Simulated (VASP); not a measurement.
# La2O3 in VASP: a series of runs

Runs on La2O3. Level: PBE. Tasks: single point.

Everything below comes from runs of VASP 6.6.1. Logs are shortened: lines on timing, memory, paths and dates and some standing lists are left out, and cuts for length are marked.

## Step 1: The cell of the first run

Symmetry: P-3m1, No. 164, trigonal system. Conventional cell: a = 3.851 Å, b = 3.851 Å, c = 5.987 Å, α = 90.00°, β = 90.00°, γ = 120.00°. La (site symmetry 3m) has 7 O at 2.32 to 2.67 Å within 3.1 Å. O (site symmetry -3m) has 6 La at 2.67 Å and 6 O at 3.07 Å within 3.5 Å. O (site symmetry 3m) has 4 La at 2.32 to 2.39 Å and 6 O at 2.83 to 3.07 Å within 3.1 Å.

## Step 2: Single point, PBE (15.38 Å³/atom)

Input file INCAR:

```
PREC     = Accurate       # precision mode
ENCUT    = 520            # plane-wave cutoff, eV
EDIFF    = 1E-6           # SCF threshold, eV
ISMEAR   = -1             # smearing method
SIGMA    = 0.05           # smearing width, eV
LREAL    = False          # projectors in reciprocal space
LASPH    = True           # aspherical terms in the spheres
NELM     = 60             # most SCF steps
ALGO     = Normal         # electronic algorithm
ISIF     = 2              # what is computed and relaxed
LWAVE    = False          # write WAVECAR
LCHARG   = False          # write CHGCAR
GGA      = PE             # functional
NBANDS   = 28             # bands
```

Input file KPOINTS:

```
Automatic mesh
0
Gamma
  8 8 5
```

Input file POSCAR:

```
La2O3
1.0
    3.8505354057      0.0000000000      0.0000000000
   -1.9252677029      3.3346614796      0.0000000000
    0.0000000000      0.0000000000      5.9871847653
La O
2 3
Direct
    0.3333333333      0.6666666667      0.2462356800
    0.6666666667      0.3333333333      0.7537643200
    0.0000000000      0.0000000000      0.0000000000
    0.3333333333      0.6666666667      0.6458906500
    0.6666666667      0.3333333333      0.3541093500
```

Potentials or basis: VASP PAW PBE potentials, release 64 (La, O).

The run is started by

```
cat potpaw_PBE.64/La/POTCAR potpaw_PBE.64/O/POTCAR > POTCAR
mpirun -np 1 vasp_std > vasp.out
```

OUTCAR:

```text
PREC = Accurate
   ENCUT = 520
   EDIFF = 1E-6
   ISMEAR = -1
   LREAL = False
   LASPH = True
   NELM = 60
   ISIF = 2
   GGA = PE

 ion  position               nearest neighbor table
   1  0.333  0.667  0.246-   5 2.32   5 2.32   5 2.32   4 2.39   3 2.67   3 2.67   3 2.67
   2  0.667  0.333  0.754-   4 2.32   4 2.32   4 2.32   5 2.39   3 2.67   3 2.67   3 2.67
   3  0.000  0.000  0.000-   1 2.67   2 2.67   2 2.67   1 2.67   2 2.67   1 2.67
   4  0.333  0.667  0.646-   2 2.32   2 2.32   2 2.32   1 2.39
   5  0.667  0.333  0.354-   1 2.32   1 2.32   1 2.32   2 2.39

  LATTYP: Found a hexagonal cell.
 ALAT       =     3.8505354057
 C/A-ratio  =     1.5548966921

  Lattice vectors:

 A1 = (   3.8505354057,   0.0000000000,   0.0000000000)
 A2 = (  -1.9252677029,   3.3346614796,   0.0000000000)
 A3 = (   0.0000000000,   0.0000000000,   5.9871847653)

Analysis of symmetry for initial positions (statically):
=====================================================================
 Subroutine PRICEL returns:
 Original cell was already a primitive cell.

 Routine SETGRP: Setting up the symmetry group for a
 hexagonal supercell.

 Subroutine GETGRP returns: Found 12 space group operations
 (whereof 12 operations were pure point group operations)
 out of a pool of 24 trial point group operations.

The static configuration has the point symmetry D_3d.

Analysis of symmetry for dynamics (positions and initial velocities):
=====================================================================
 Subroutine PRICEL returns:
 Original cell was already a primitive cell.

 Routine SETGRP: Setting up the symmetry group for a
 hexagonal supercell.

 Subroutine GETGRP returns: Found 12 space group operations
 (whereof 12 operations were pure point group operations)
 out of a pool of 24 trial point group operations.

The dynamic configuration has the point symmetry D_3d.

 Subroutine INISYM returns: Found 12 space group operations
 (whereof 12 operations are pure point group operations),
 and found     1 'primitive' translations

----------------------------------------------------------------------------------------

                                     Primitive cell

  volume of cell :      76.8768

  direct lattice vectors                    reciprocal lattice vectors
     3.850535406  0.000000000  0.000000000     0.259704144  0.149940257  0.000000000
    -1.925267703  3.334661480  0.000000000     0.000000000  0.299880514  0.000000000
     0.000000000  0.000000000  5.987184765     0.000000000  0.000000000  0.167023407

  length of vectors
     3.850535406  3.850535406  5.987184765     0.299880514  0.299880514  0.167023407

  position of ions in fractional coordinates (direct lattice)
     0.333333333  0.666666667  0.246235680
     0.666666667  0.333333333  0.753764320
     0.000000000  0.000000000  0.000000000
     0.333333333  0.666666667  0.645890650
     0.666666667  0.333333333  0.354109350

  ion indices of the primitive-cell ions
   primitive index   ion index
                 1           1
                 2           2
                 3           3
                 4           4
                 5           5

----------------------------------------------------------------------------------------

 KPOINTS: Automatic mesh

Automatic generation of k-mesh.
 Grid dimensions read from file:
 generate k-points for:    8    8    5

 Generating k-lattice:

  Cartesian coordinates                     Fractional coordinates (reciprocal lattice)
     0.032463018  0.018742532  0.000000000     0.125000000  0.000000000  0.000000000
     0.000000000  0.037485064  0.000000000     0.000000000  0.125000000  0.000000000
     0.000000000  0.000000000  0.033404681     0.000000000  0.000000000  0.200000000

  Length of vectors
     0.037485064  0.037485064  0.033404681

  Shift w.r.t. Gamma in fractional coordinates (k-lattice)
     0.000000000  0.000000000  0.000000000

 Subroutine IBZKPT returns following result:
 ===========================================

 Found     40 irreducible k-points:

 Following reciprocal coordinates:
            Coordinates               Weight
  0.000000  0.000000  0.000000      1.000000
  0.125000  0.000000  0.000000      6.000000
  0.250000  0.000000  0.000000      6.000000
  0.375000  0.000000  0.000000      6.000000
  0.500000  0.000000  0.000000      3.000000
  0.125000  0.125000  0.000000      6.000000
[... 16 lines left out ...]
 -0.125000  0.500000  0.200000     12.000000
  0.250000  0.250000  0.200000     12.000000
 [... further k-points ...]
   k-points           NKPTS =     40   k-points in BZ     NKDIM =     40   number of bands    NBANDS=     28
   number of dos      NEDOS =    301   number of ions     NIONS =      5
   total plane-waves  NPLWV =  43200
   dimension x,y,z NGX =    30 NGY =   30 NGZ =   48
   dimension x,y,z NGXF=    60 NGYF=   60 NGZF=   96
   ions per type =               2   3
   NGX,Y,Z   is equivalent  to a cutoff of  12.95, 12.95, 13.33 a.u.
   NGXF,Y,Z  is equivalent  to a cutoff of  25.90, 25.90, 26.66 a.u.
 SYSTEM =  unknown system
   PREC   = accura    normal or accurate (medium, high low for compatibility)
   ISTART =      0    job   : 0-new  1-cont  2-samecut
   ICHARG =      2    charge: 1-file 2-atom 10-const
   ISPIN  =      1    spin polarized calculation?
   LNONCOLLINEAR =      F non collinear calculations
   LSORBIT =      F    spin-orbit coupling
   LASPH  =      T    aspherical Exc in radial PAW
   ENCUT  =  520.0 eV  38.22 Ry    6.18 a.u.   7.16  7.16 11.13*2*pi/ulx,y,z
   NELM   =     60;   NELMIN=  2; NELMDL= -5     # of ELM steps
   EDIFF  = 0.1E-05   stopping-criterion for ELM
   LREAL  =      F    real-space projection
[... 7 lines left out ...]
   TEBEG  =    0.0;   TEEND  =   0.0 temperature during run
   PSTRESS=    0.0 pullay stress
   NELECT =      40.0000    total number of electrons
   NUPDOWN=      -1.0000    fix difference up-down
   EMIN   =  10.00;   EMAX   =-10.00  energy-range for DOS
   EFERMI =   0.00;   METHOD = LEGACY
   ISMEAR =    -1;   SIGMA  =   0.05  broadening in eV -4-tet -1-fermi 0-gaus
   EFERMI_NEDOS =   21; number of points for ismear=-14 and -15
   IALGO  =     38    algorithm
   IMIX   =      4    mixing-type and parameters
     AMIX     =   0.40;   BMIX     =  1.00
     AMIX_MAG =   1.60;   BMIX_MAG =  1.00
  volume/ion in A,a.u.               =      15.38       103.76
  Fermi-wavevector in a.u.,A,eV,Ry     =   1.316729  2.488257 23.589435  1.733775
  Thomas-Fermi vector in A             =   2.446820
   LORBIT       =      0    0 simple, 1 ext, 2 COOP (PROOUT), +10 PAW based schemes
   GGA     = PE    functional components
   LHFCALC =     F    Hartree Fock is set to
   AEXX    =    0.0000 exact exchange contribution
   IVDW    =     0    specifies the selected vdW correction
   LEPSILON=     F    determine dielectric tensor
   LRPA    =     F    only Hartree local field effects (RPA)
 non-spin polarized calculation
  energy-cutoff  :      520.00
  volume of cell :       76.88
 maximum number of plane-waves:      2089
 NGX is ok and might be reduce to    30
   NGX = 15   NGY = 15   NGZ = 23

 number of electron      40.0000003 magnetization

 Free energy of the ion-electron system (eV)
  ---------------------------------------------------
  ext. energy  EPLUGINS =         0.00000000
  ---------------------------------------------------
  free energy    TOTEN  =       -41.62392830 eV

  energy without entropy =      -41.62392830  energy(sigma->0) =      -41.62392830

 E-fermi :   7.7277     XC(G=0): -10.7804

 val. band max:        6.6137953603   @ k =   0.2500   0.2500   0.4000
 cond. band min:      10.5463454654   @ k =   0.3750   0.2500   0.0000
 fundamental gap:      3.9325501051
 Fermi energy:         7.7277057804

 k-point     1 :       0.0000    0.0000    0.0000
  band No.  band energies     occupation
      1     -23.0335      2.00000
      2     -22.7073      2.00000
      3     -10.6084      2.00000
      4      -9.2700      2.00000
      5      -8.7313      2.00000
      6      -6.4741      2.00000
[... 20 lines left out ...]
     27      12.3253      0.00000
     28      12.6107      0.00000

 k-point     2 :       0.1250    0.0000    0.0000
  band No.  band energies     occupation
      1     -22.9979      2.00000
      2     -22.6924      2.00000
      3     -10.6029      2.00000
      4      -9.5794      2.00000
      5      -8.9677      2.00000
      6      -6.5529      2.00000
[... 20 lines left out ...]
     27      12.4377      0.00000
     28      12.5852      0.00000

 k-point     3 :       0.2500    0.0000    0.0000
  band No.  band energies     occupation
      1     -22.9060      2.00000
      2     -22.6598      2.00000
      3     -10.6849      2.00000
      4     -10.1977      2.00000
      5      -9.2090      2.00000
      6      -6.7219      2.00000
[... 20 lines left out ...]
     27      12.4385      0.00000
     28      12.5183      0.00000

 k-point     4 :       0.3750    0.0000    0.0000
  band No.  band energies     occupation
      1     -22.7997      2.00000
      2     -22.6384      2.00000
      3     -10.8863      2.00000
      4     -10.7257      2.00000
      5      -9.0939      2.00000
      6      -6.9460      2.00000
[... 578 lines left out ...]
     27      12.3430      0.00000
     28      12.3611      0.00000

 k-point    23 :      -0.1250    0.5000    0.2000
  band No.  band energies     occupation
      1     -22.7366      2.00000
      2     -22.6475      2.00000
      3     -11.0248      2.00000
      4     -10.8959      2.00000
      5      -9.0279      2.00000
      6      -7.0640      2.00000
[... 20 lines left out ...]
     27      12.3586      0.00000
     28      12.3697      0.00000

 k-point    24 :       0.2500    0.2500    0.2000
  band No.  band energies     occupation
      1     -22.7372      2.00000
      2     -22.6472      2.00000
      3     -10.9847      2.00000
      4     -10.8368      2.00000
      5      -9.2573      2.00000
      6      -7.0117      2.00000
[... 20 lines left out ...]
     27      12.3256      0.00000
     28      12.4101      0.00000

 [... further k-points ...]

------------------------ aborting loop because EDIFF is reached ----------------------------------------

  FORCE on cell =-STRESS in cart. coord.  units (eV):
  Direction    XX          YY          ZZ          XY          YZ          ZX
  --------------------------------------------------------------------------------------
  -------------------------------------------------------------------------------------
  Total        5.7046299      5.7046299      4.7769329     -0.0000000     -0.0000000      0.0000000
  in kB      118.8892327    118.8892327     99.5552555     -0.0000000     -0.0000000      0.0000000
  external PRESSURE =     112.4445736 kB  Pullay stress =       0.0000000 kB

 VOLUME and BASIS-vectors are now :
 -----------------------------------------------------------------------------
  energy-cutoff  :      520.00
  volume of cell :       76.88
      direct lattice vectors                 reciprocal lattice vectors
     3.850535406  0.000000000  0.000000000     0.259704144  0.149940257  0.000000000
    -1.925267703  3.334661480  0.000000000     0.000000000  0.299880514  0.000000000
     0.000000000  0.000000000  5.987184765     0.000000000  0.000000000  0.167023407

 POSITION                                       TOTAL-FORCE (eV/Angst)
 -----------------------------------------------------------------------------------
     -0.00000      2.22311      1.47426         0.000000      0.000000     -0.507304
      1.92527      1.11155      4.51293        -0.000000      0.000000      0.507304
      0.00000      0.00000      0.00000        -0.000000      0.000000      0.000000
     -0.00000      2.22311      3.86707         0.000000     -0.000000     -0.062041
      1.92527      1.11155      2.12012        -0.000000      0.000000      0.062041
 -----------------------------------------------------------------------------------
    total drift:                               -0.000000      0.000000      0.000000

  FREE ENERGIE OF THE ION-ELECTRON SYSTEM (eV)
  ---------------------------------------------------
  free  energy   TOTEN  =       -41.6239283006 eV

  energy  without entropy=      -41.6239283006  energy(sigma->0) =      -41.62392830
```

Wall time 1.8 min (1 thread of Intel Xeon Platinum 8259CL at 2.50GHz (Skylake/Cascade Lake), shared host); peak memory 0.25 GiB.

What came out:

| Item | Value |
| --- | --- |
| Free energy | -41.6239 eV |
| Pressure | 11.2 GPa |
| Largest force | 0.507 eV/Å |
| Band gap on the k mesh | 3.93 eV (least direct gap 4.04 eV) |

Forces on the atoms (eV/Å):
```
La   0.000  0.000 -0.507
La   0.000  0.000  0.507
O    0.000  0.000  0.000
O    0.000  0.000 -0.062
O    0.000  0.000  0.062
```

Stress tensor (GPa, compression positive):
```
11.89  0.00  0.00
 0.00 11.89  0.00
 0.00  0.00  9.96
```

Caveat: the cell stands under pressure; spin-orbit coupling is left out, which moves the levels of the heavy elements. A k mesh can miss the band edges.

## Step 3: Single point, PBE (16.03 Å³/atom)

This run uses another cell than the first one, of 16.03 Å³/atom.

Input file INCAR:

```
  PREC = Accurate
  ENCUT = 520
  EDIFF = 1E-6
  ISMEAR = -1
  SIGMA = 0.05
  LREAL = False
  LASPH = True
  NELM = 100
  ALGO = Normal
  ISIF = 2
  LWAVE = False
  LCHARG = False
  GGA = PE
  NBANDS = 28
```

KPOINTS is that of step 2.

Changes to POSCAR since step 2:

```diff
@@ -2,5 +2,5 @@
 1.0
-    3.8505354057      0.0000000000      0.0000000000
-   -1.9252677029      3.3346614796      0.0000000000
-    0.0000000000      0.0000000000      5.9871847653
+    3.9043960235      0.0000000000      0.0000000000
+   -1.9521980118      3.3813061428      0.0000000000
+    0.0000000000      0.0000000000      6.0709324617
 La O
```

Potentials or basis: VASP PAW PBE potentials, release 64 (La, O).

The run is started by

```
cat potpaw_PBE.64/La/POTCAR potpaw_PBE.64/O/POTCAR > POTCAR
mpirun -np 1 vasp_std > vasp.out
```

Wall time 1.9 min (1 thread of Intel Xeon Platinum 8259CL at 2.50GHz (Skylake/Cascade Lake), shared host); peak memory 0.25 GiB.

It converged, with:

```
Free energy            : -41.7851 eV
Pressure               : 4.5 GPa
Largest force          : 0.159 eV/Å
Band gap on the k mesh : 3.91 eV (least direct gap 4.07 eV)
```

Forces on the atoms (eV/Å):
```
La   0.000  0.000 -0.159
La   0.000  0.000  0.159
O    0.000  0.000  0.000
O    0.000  0.000 -0.011
O    0.000  0.000  0.011
```

Stress tensor (GPa, compression positive):
```
4.60 0.00 0.00
0.00 4.60 0.00
0.00 0.00 4.25
```

Levels at points of the mesh, in eV from the valence-band top:
```csv
k point,band 17,band 18,band 19,band 20,band 21,band 22,band 23,band 24
"(0.00, 0.00, 0.00)",-1.68,-0.38,-0.38,-0.12,4.39,4.67,4.67,5.31
"(0.50, 0.00, 0.00)",-0.72,-0.65,-0.38,-0.29,3.91,4.81,5.29,5.32
```

Caveat: the cell stands under pressure; spin-orbit coupling is left out, which moves the levels of the heavy elements.

(Continued in part 2 of 2.)
